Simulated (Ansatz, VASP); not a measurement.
**Two plane-wave programs on BN**

```
B N
1.0
     2.50644    0.00000    0.00000
    -1.25322    2.17064    0.00000
     0.00000    0.00000    6.61685
B N
2 2
Direct
  0.33333 0.66667 0.25000
  0.66667 0.33333 0.75000
  0.19513 0.39025 0.70466
  0.66667 0.33333 0.25000
```

Alike in both runs: task single point; functional PBE; dispersion D3(BJ); k mesh 12 × 12 × 4; occupations gaussian, width 0.05 eV; no spin polarisation.

|  | VASP | Ansatz |
| --- | --- | --- |
| version | VASP 6.6.1 | Ansatz 0.2.0 |
| potentials or method | VASP PAW PBE potentials, release 64 (B, N), cutoff 520 eV | scalar-relativistic, plane waves, PAW |
| valence electrons in the cell | 16 | 16 |

```tsv
	VASP	Ansatz	Ansatz less VASP
gap on the k mesh at the Fermi level (eV)	1.01	1.02	+0.010
least direct gap on the mesh (eV)	2.13	2.15	+0.014
pressure (GPa)	21.4	21.6	+0.17
traceless stress, the component that is largest in VASP (GPa)	-23.62	-23.56	+0.063
rms of the force components (eV/Å)	0.973	0.970	-0.0031
```

Atom by atom the forces differ by 0.019 eV/Å (rms over components).
